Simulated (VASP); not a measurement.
# ZrB2 (Cmmm) in VASP: a series of runs, part 2 of 2

VASP 6.6.1. The steps go on from the part before.

## Step 4: Electric field gradients, PBE (shortest bond scaled by 0.64)

Input file INCAR:

```
PREC     = Accurate       # precision mode
ENCUT    = 520            # plane-wave cutoff, eV
EDIFF    = 1E-8           # SCF threshold, eV
ISMEAR   = -1             # smearing method
SIGMA    = 0.05           # smearing width, eV
LREAL    = F              # projectors in reciprocal space
LASPH    = T              # aspherical terms in the spheres
NELM     = 100            # most SCF steps
ALGO     = Normal         # electronic algorithm
ISIF     = 2              # what is computed and relaxed
LWAVE    = F              # write WAVECAR
LCHARG   = F              # write CHGCAR
GGA      = PE             # functional
LEFG     = T            
NBANDS   = 16             # bands
```

Input file KPOINTS:

```
regular mesh
0
Gamma
  11 11 9
```

Input file POSCAR:

```
ZrB2
1.0
    3.1675246616      0.0000000000      0.0000000000
   -1.5837623308      2.7431568240      0.0000000000
    0.0000000000      0.0000000000      3.5523880600
Zr B
1 2
Direct
    0.0000000000      0.0000000000      0.0000000000
    0.2133333333      0.6066666667      0.5000000000
    0.7866666667      0.3933333333      0.5000000000
```

Potentials or basis: VASP PAW PBE potentials, release 64 (Zr_sv, B).

Run with:

```sh
cat potpaw_PBE.64/Zr_sv/POTCAR potpaw_PBE.64/B/POTCAR > POTCAR
mpirun -np 1 vasp_std > vasp.out
```

OUTCAR:

```text
PREC = Accurate
   ENCUT = 520
   EDIFF = 1E-8
   ISMEAR = -1
   LREAL = F
   LASPH = T
   NELM = 100
   ISIF = 2
   GGA = PE

 ion  position               nearest neighbor table
   1  0.000  0.000  0.000-   2 2.45   3 2.45   2 2.45   3 2.45   2 2.45   2 2.45   3 2.45   3 2.45
                             3 2.79   3 2.79   2 2.79   2 2.79
   2  0.213  0.607  0.500-   3 1.17   1 2.45   1 2.45   1 2.45   1 2.45   1 2.79   1 2.79
   3  0.787  0.393  0.500-   2 1.17   1 2.45   1 2.45   1 2.45   1 2.45   1 2.79   1 2.79

  LATTYP: Found a hexagonal cell.
 ALAT       =     3.1675246616
 C/A-ratio  =     1.1215028893

  Lattice vectors:

 A1 = (   3.1675246616,   0.0000000000,   0.0000000000)
 A2 = (  -1.5837623308,   2.7431568240,   0.0000000000)
 A3 = (   0.0000000000,   0.0000000000,   3.5523880600)

Analysis of symmetry for initial positions (statically):
=====================================================================
 Subroutine PRICEL returns:
 Original cell was already a primitive cell.

 Routine SETGRP: Setting up the symmetry group for a
 hexagonal supercell.

 Subroutine GETGRP returns: Found  8 space group operations
 (whereof  8 operations were pure point group operations)
 out of a pool of 24 trial point group operations.

The static configuration has the point symmetry D_2h.

Analysis of symmetry for dynamics (positions and initial velocities):
=====================================================================
 Subroutine PRICEL returns:
 Original cell was already a primitive cell.

 Routine SETGRP: Setting up the symmetry group for a
 hexagonal supercell.

[... 161 lines left out ...]
  band No.  band energies     occupation
      1     -38.4753      2.00000
      2     -16.6552      2.00000
      3     -16.1845      2.00000
      4     -16.0401      2.00000
      5      -2.3631      2.00000
      6       5.9572      2.00000
[... 433 lines left out ...]
      3     -16.4675      2.00000
      4     -16.3284      2.00000
      5       0.9071      2.00000
      6       2.4216      2.00000
[... 8 lines left out ...]
     15      17.7543      0.00000
     16      19.3905      0.00000

 [... further k-points ...]
[... 5 lines left out ...]
  --------------------------------------------------------------------------------------
  -------------------------------------------------------------------------------------
  Total       22.9738063      9.8088442     -0.3585228     11.4011916      0.0000000      0.0000000
  in kB     1192.4838191    509.1401847    -18.6095708    591.7929468      0.0000000      0.0000000
  external PRESSURE =     561.0048110 kB  Pullay stress =       0.0000000 kB

 VOLUME and BASIS-vectors are now :
 -----------------------------------------------------------------------------
  energy-cutoff  :      520.00
  volume of cell :       30.87
      direct lattice vectors                 reciprocal lattice vectors
     3.167524662  0.000000000  0.000000000     0.315703935  0.182271752  0.000000000
    -1.583762331  2.743156824  0.000000000     0.000000000  0.364543504  0.000000000
     0.000000000  0.000000000  3.552388060     0.000000000  0.000000000  0.281500777

 POSITION                                       TOTAL-FORCE (eV/Angst)
 -----------------------------------------------------------------------------------
      0.00000      0.00000      0.00000         0.000000     -0.000000      0.000000
     -0.28508      1.66418      1.77619        25.325427     14.621642     -0.000000
      1.86884      1.07898      1.77619       -25.325427    -14.621642      0.000000
 -----------------------------------------------------------------------------------
    total drift:                               -0.000000     -0.000000     -0.000000

  FREE ENERGIE OF THE ION-ELECTRON SYSTEM (eV)
  ---------------------------------------------------
  free  energy   TOTEN  =       -19.0957597547 eV

  energy  without entropy=      -19.0925085193  energy(sigma->0) =      -19.09413414

 Electric field gradients (V/A^2)
---------------------------------------------------------------------
 ion       V_xx      V_yy      V_zz      V_xy      V_xz      V_yz
---------------------------------------------------------------------
   1       9.921   -22.298    12.377    27.903    -0.000    -0.000
   2      -3.266     3.040     0.226    -5.461    -0.000     0.000
   3      -3.266     3.040     0.226    -5.461    -0.000    -0.000
---------------------------------------------------------------------

 Electric field gradients after diagonalization (V/A^2)
 (convention: |V_zz| > |V_xx| > |V_yy|)
----------------------------------------------------------------------
 ion       V_xx      V_yy      V_zz     asymmetry (V_yy - V_xx)/ V_zz
----------------------------------------------------------------------
   1      26.031    12.377   -38.408       0.356
   2       6.193     0.226    -6.419       0.930
   3       6.193     0.226    -6.419       0.930
----------------------------------------------------------------------

           NMR quadrupolar parameters

 Cq : quadrupolar parameter    Cq=e*Q*V_zz/h
 eta: asymmetry parameters     (V_yy - V_xx)/ V_zz
 Q  : nuclear electric quadrupole moment in mb (millibarn)
----------------------------------------------------------------------
 ion       Cq(MHz)       eta       Q (mb)
----------------------------------------------------------------------
   1      -0.093       0.356       1.000
   2      -0.016       0.930       1.000
   3      -0.016       0.930       1.000
----------------------------------------------------------------------
```

Run time: 42 s. Hardware: 1 thread of AMD EPYC 9R45 (Zen 5), shared host; peak memory 0.18 GiB.

Results:

```
Free energy            : -19.0958 eV
Pressure               : 56.1 GPa
Largest force          : 29.243 eV/Å
Band gap on the k mesh : zero (band 9 reaches 10.42 eV, above the bottom of band 10 at 8.61 eV)
```

Forces on the atoms (eV/Å):
```
Zr    0.000   0.000   0.000
B    25.325  14.622   0.000
B   -25.325 -14.622   0.000
```

Levels at points of the mesh, in eV from the Fermi level:
```
           k point  band 5  band 6  band 7  band 8  band 9  band 10  band 11  band 12  band 13  band 14
(0.00, 0.00, 0.00)  -12.40   -4.08   -2.91   -2.24   -0.22     0.38     3.09     3.13     3.80     4.16
```

Electric field gradients, principal values (V/Å²):
```tsv
atom	least	middle	greatest (by size)
1 Zr	12.377	26.031	-38.408
2 B	0.226	6.193	-6.419
3 B	0.226	6.193	-6.419
```

Caveat: the cell differs from its parent crystal (shortest bond scaled by 0.64); without QUAD_EFG the Cq values of the log hold for a quadrupole moment of 1 mb, not for the nuclei; forces of over 1 eV/Å act on the atoms, so gaps and moduli don't describe the material at rest.

## Step 5: Electric field gradients, PBE (shortest bond scaled by 0.58)

Input file INCAR:

```
  PREC = Accurate
  ENCUT = 520
  EDIFF = 1E-8
  ISMEAR = -1
  SIGMA = 0.05
  LREAL = False
  LASPH = True
  NELM = 60
  ALGO = Normal
  ISIF = 2
  LWAVE = False
  LCHARG = False
  GGA = PE
  LEFG = True
  NBANDS = 16
```

KPOINTS is that of step 4.

Input file POSCAR:

```
ZrB2
1.0
    3.1675246616      0.0000000000      0.0000000000
   -1.5837623308      2.7431568240      0.0000000000
    0.0000000000      0.0000000000      3.5523880600
Zr B
1 2
Direct
    0.0000000000      0.0000000000      0.0000000000
    0.1933333333      0.5966666667      0.5000000000
    0.8066666667      0.4033333333      0.5000000000
```

Potentials or basis: VASP PAW PBE potentials, release 64 (Zr_sv, B).

Run with:

```sh
cat potpaw_PBE.64/Zr_sv/POTCAR potpaw_PBE.64/B/POTCAR > POTCAR
mpirun -np 1 vasp_std > vasp.out
```

OUTCAR:

```text
PREC = Accurate
   ENCUT = 520
   EDIFF = 1E-8
   ISMEAR = -1
   LREAL = False
   LASPH = True
   NELM = 60
   ISIF = 2
   GGA = PE

 ion  position               nearest neighbor table
   1  0.000  0.000  0.000-   2 2.44   2 2.44   3 2.44   3 2.44   3 2.44   3 2.44   2 2.44   2 2.44
                             3 2.84   3 2.84   2 2.84   2 2.84
   2  0.193  0.597  0.500-   3 1.06   1 2.44   1 2.44   1 2.44   1 2.44   1 2.84   1 2.84
   3  0.807  0.403  0.500-   2 1.06   1 2.44   1 2.44   1 2.44   1 2.44   1 2.84   1 2.84

 -----------------------------------------------------------------------------
|                                                                             |
|           W    W    AA    RRRRR   N    N  II  N    N   GGGG   !!!           |
[... 699 lines left out ...]
   1      25.545   -21.621    -3.924    40.847    -0.000    -0.000
   2       4.080     0.360    -4.440     3.222    -0.000    -0.000
   3       4.080     0.360    -4.440     3.222     0.000    -0.000
---------------------------------------------------------------------

 Electric field gradients after diagonalization (V/A^2)
 (convention: |V_zz| > |V_xx| > |V_yy|)
----------------------------------------------------------------------
 ion       V_xx      V_yy      V_zz     asymmetry (V_yy - V_xx)/ V_zz
----------------------------------------------------------------------
   1     -45.204    -3.924    49.128       0.840
   2      -4.440    -1.500     5.940       0.495
   3      -4.440    -1.500     5.940       0.495
----------------------------------------------------------------------

           NMR quadrupolar parameters

 Cq : quadrupolar parameter    Cq=e*Q*V_zz/h
 eta: asymmetry parameters     (V_yy - V_xx)/ V_zz
 Q  : nuclear electric quadrupole moment in mb (millibarn)
----------------------------------------------------------------------
 ion       Cq(MHz)       eta       Q (mb)
----------------------------------------------------------------------
   1       0.119       0.840       1.000
   2       0.014       0.495       1.000
   3       0.014       0.495       1.000
----------------------------------------------------------------------
```

OSZICAR:

```text
N       E                     dE             d eps       ncg     rms          rms(c)
DAV:   1     0.115815619098E+03    0.11582E+03   -0.97690E+03  5760   0.112E+03
DAV:   2    -0.193914408575E+02   -0.13521E+03   -0.12929E+03  7672   0.297E+02
DAV:   3    -0.240164650593E+02   -0.46250E+01   -0.45950E+01  8688   0.491E+01
DAV:   4    -0.240900115878E+02   -0.73547E-01   -0.73512E-01  7184   0.525E+00
DAV:   5    -0.240913752754E+02   -0.13637E-02   -0.13637E-02  8352   0.508E-01    0.225E+01
DAV:   6    -0.150161513151E+02    0.90752E+01   -0.28155E+01  7192   0.324E+01    0.799E+00
DAV:   7    -0.149891644700E+02    0.26987E-01   -0.16226E+00  6592   0.803E+00    0.562E+00
DAV:   8    -0.149696040650E+02    0.19560E-01   -0.15340E-01  7688   0.255E+00    0.960E-01
DAV:   9    -0.149683107921E+02    0.12933E-02   -0.14424E-02  7200   0.825E-01    0.248E-01
DAV:  10    -0.149681029314E+02    0.20786E-03   -0.20947E-03  7000   0.378E-01    0.543E-02
DAV:  11    -0.149681139825E+02   -0.11051E-04   -0.16261E-04  7016   0.109E-01    0.520E-02
DAV:  12    -0.149681103188E+02    0.36638E-05   -0.10807E-05  7000   0.261E-02    0.729E-03
DAV:  13    -0.149681101951E+02    0.12373E-06   -0.38179E-07  7152   0.568E-03    0.128E-03
DAV:  14    -0.149681100555E+02    0.13959E-06   -0.41598E-08  7152   0.186E-03    0.269E-04
DAV:  15    -0.149681100519E+02    0.36130E-08   -0.19123E-09  3560   0.394E-04
   1 F= -.14968110E+02 E0= -.14965437E+02  d E =-.534636E-02
```

Run time: 40 s. Hardware: 1 thread of AMD EPYC 9R45 (Zen 5), shared host; peak memory 0.18 GiB.

Results:

* Free energy: -14.9681 eV
* Pressure: 85.3 GPa
* Largest force: 47.329 eV/Å
* Band gap on the k mesh: zero (band 9 reaches 10.40 eV, above the bottom of band 10 at 8.50 eV)

Forces on the atoms (eV/Å):
```
Zr    0.000   0.000   0.000
B    40.989  23.665   0.000
B   -40.989 -23.665   0.000
```

Stress tensor (GPa, compression positive):
```
185.45  96.70   0.00
 96.70  73.78   0.00
  0.00   0.00  -3.40
```

Electric field gradients, principal values (V/Å²):
```
atom   least   middle  greatest (by size)
1 Zr  -3.924  -45.204              49.128
 2 B  -1.500   -4.440               5.940
 3 B  -1.500   -4.440               5.940
```

Caveat: the cell differs from its parent crystal (shortest bond scaled by 0.58); without QUAD_EFG the Cq values of the log hold for a quadrupole moment of 1 mb, not for the nuclei; forces of over 1 eV/Å act on the atoms, so gaps and moduli don't describe the material at rest.
